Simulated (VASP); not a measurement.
A run of VASP 6.6.1 is set up as follows.

The input INCAR:

```
SYSTEM = KTaO3
ALGO = Normal ; EDIFF = 1E-7
ENCUT = 520 ; GGA = PS
ISIF = 2 ; ISMEAR = -1
LASPH = .True. ; LCHARG = .False.
LREAL = .False. ; LWAVE = .False.
NBANDS = 27 ; NELM = 60
PREC = Accurate ; SIGMA = 0.05
```

KPOINTS

```
k-points
0
Gamma
  6 6 6
  0 0 0
```

The input POSCAR:

```
KTaO3
1.0
    4.0281830000      0.0000000000      0.0000000000
    0.0000000000      4.0281830000      0.0000000000
    0.0000000000      0.0000000000      3.9883000000
Ta K O
1 1 3
Direct
    0.0000000000      0.0000000000      0.0000000000
    0.5000000000      0.5000000000      0.5000000000
    0.0000000000      0.0000000000      0.5000000000
    0.0000000000      0.5000000000      0.0000000000
    0.5000000000      0.0000000000      0.0000000000
```

Potentials or basis: VASP PAW PBE potentials, release 64 (Ta_pv, K_sv, O).

Command:

```bash
$ cat potpaw_PBE.64/Ta_pv/POTCAR potpaw_PBE.64/K_sv/POTCAR potpaw_PBE.64/O/POTCAR > POTCAR
$ mpirun -np 1 vasp_std > vasp.out
```

Problem. Estimate the band gap on the k mesh.

Solution. 2.02 eV, indirect (least direct gap 2.66 eV).

Problem. What does it give for the pressure?

Solution. -3.6 GPa.

Stress tensor (GPa, compression positive):
```
-4.75  0.00  0.00
 0.00 -4.75  0.00
 0.00  0.00 -1.22
```

Caveat: the PAW data sets were made with another functional, which shifts forces and pressure a little; spin-orbit coupling is left out, which moves the levels of the heavy elements. A k mesh can miss the band edges.
